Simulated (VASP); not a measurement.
A run of VASP 6.6.1 is set up as follows.

The input INCAR:

```
SYSTEM = Al
  PREC = Accurate
  ENCUT = 500
  EDIFF = 1E-6
  ISMEAR = 0
  SIGMA = 0.1
  LREAL = .FALSE.
  LASPH = .TRUE.
  NELM = 120
  ALGO = Normal
  ISIF = 2
  LWAVE = .FALSE.
  LCHARG = .TRUE.
  GGA = PE
  LELF = .TRUE.
  LVHAR = .TRUE.
  NBANDS = 14
  GGA_COMPAT = .FALSE.
```

Contents of KPOINTS:

```
Automatic mesh
0
G
  18 18 6
  0 0 0
```

File POSCAR:

```
Al
1.0
    2.8545454146      0.0000000000      0.0000000000
   -1.4272727073      2.4721088453      0.0000000000
    0.0000000000      0.0000000000      9.3827114465
Al
4
Direct
    0.0000000000      0.0000000000      0.0000000000
    0.3333333333      0.6666666667      0.2500000000
    0.0000000000      0.0000000000      0.5000000000
    0.6666666667      0.3333333333      0.7500000000
```

Potentials or basis: VASP PAW PBE potentials, release 64 (Al).

Launch:

```bash
$ cat potpaw_PBE.64/Al/POTCAR > POTCAR
$ mpirun -np 1 vasp_std > vasp.out
```

(1) What does it give for the pressure?

(2) Estimate the band gap on the k mesh.

Answers

(1) 0.0 GPa.

(2) zero (band 6 reaches 11.81 eV, above the bottom of band 7 at 6.43 eV).
